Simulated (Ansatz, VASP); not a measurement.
## PtRhSe3 in VASP and in Ansatz

```xyz
5
Lattice="4.9201 0.0000 0.0000 0.0000 4.9201 0.0000 0.0000 0.0000 4.9201" Properties=species:S:1:pos:R:3 pbc="T T T"
Rh    0.0000    0.0000    0.0000
Pt    2.4600    2.4600    2.4600
Se    0.0000    2.4600    2.4600
Se    2.4600    0.0000    2.4600
Se    2.4600    2.4600    0.0000
```

Change from the starting cell: species swapped into the TiPbO3 type (Pm-3m, No. 221).

Alike in both runs: functional PBE; k mesh 8 × 8 × 8; occupations gaussian, width 0.1 eV; collinear spin.

Ansatz relaxed the structure, and its values are those at the end. VASP's run is a single point on that final structure, the one shown.

|  | VASP | Ansatz |
| --- | --- | --- |
| version | VASP 6.6.1 | Ansatz 0.2.0 |
| potentials or method | VASP PAW PBE potentials, release 64 (Rh_pv, Pt, Se), cutoff 500 eV | scalar-relativistic, plane waves, PAW |
| valence electrons in the cell | 43 | 83 |

Ansatz gave:

- gap on the k mesh at the Fermi level (eV): none
- pressure (GPa): 0.0
- net moment per atom (μB): 0.32
- size of the moment on the site where the two differ most (μB): 1.28

Q: Which values does VASP return?

A: gap on the k mesh at the Fermi level (eV): none; pressure (GPa): 0.0; net moment per atom (μB): 0.32; size of the moment on the site where the two differ most (μB): 1.24.

Site moments also hang on the region over which each program counts them. A gap of «none» marks a metal or a gap that the smearing closes. The functional is the same, so the differences come from potentials, cutoffs and numerics. VASP's potentials hold 43 valence electrons a cell and Ansatz's 83, so a difference there can come from the potentials and not from the codes.

Spin-orbit coupling is off throughout.
